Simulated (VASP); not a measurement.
Wanted: the native input for a VASP 6.6.1 run.

| Quantity | Value |
| --- | --- |
| Task | single point |
| Functional | LDA |
| Potentials or basis | VASP PAW LDA potentials, release 64 (B, W_sv) |
| Cutoff | 520 eV |
| k mesh | 14 × 14 × 12 |
| Occupations | fermi-dirac, width 0.05 eV |
| Spin | no spin polarisation |
| Dipole correction | no |
| Further INCAR settings | ALGO = Normal; EDIFF = 1e-06; NBANDS = 17 |

The structure of B2W lies in POSCAR:

```
B2W
1.0
    3.0502014347      0.0000000000      0.0000000000
   -1.5251007174      2.6415519291      0.0000000000
    0.0000000000      0.0000000000      3.0500000000
B W
2 1
Direct
    0.3333333333      0.6666666667      0.5000000000
    0.6666666667      0.3333333333      0.5000000000
    0.0000000000      0.0000000000      0.0000000000
```

This cell differs from its parent crystal: equal xx and yy strain of +1 %.

These files were run (other wordings do the same):

INCAR

```
SYSTEM = B2W
ALGO     = Normal         ! electronic algorithm
EDIFF    = 1E-6           ! SCF threshold, eV
ENCUT    = 520            ! plane-wave cutoff, eV
GGA      = CA             ! functional
ISIF     = 2              ! what is computed and relaxed
ISMEAR   = -1             ! smearing method
LASPH    = .TRUE.         ! aspherical terms in the spheres
LCHARG   = .FALSE.        ! write CHGCAR
LREAL    = .FALSE.        ! projectors in reciprocal space
LWAVE    = .FALSE.        ! write WAVECAR
NBANDS   = 17             ! bands
NELM     = 100            ! most SCF steps
PREC     = Accurate       ! precision mode
SIGMA    = 0.05           ! smearing width, eV
```

KPOINTS

```
k-points
0
G
  14 14 12
  0 0 0
```

Potentials or basis: VASP PAW LDA potentials, release 64 (B, W_sv).

The run is started by

```bash
$ cat potpaw_LDA.64/B/POTCAR potpaw_LDA.64/W_sv/POTCAR > POTCAR
$ mpirun -np 1 vasp_std > vasp.out
```

It gave:

- Pressure: 15.6 GPa
- Band gap on the k mesh: zero (band 10 reaches 15.43 eV, above the bottom of band 11 at 10.71 eV)

Caveat: the cell differs from its parent crystal (equal xx and yy strain of +1 %); spin-orbit coupling is left out, which moves the levels of the heavy elements.

Wall time 30 s on 1 thread of Intel(R) Xeon(R) 6975P-C (Granite Rapids) (shared host), peak memory 0.18 GiB.
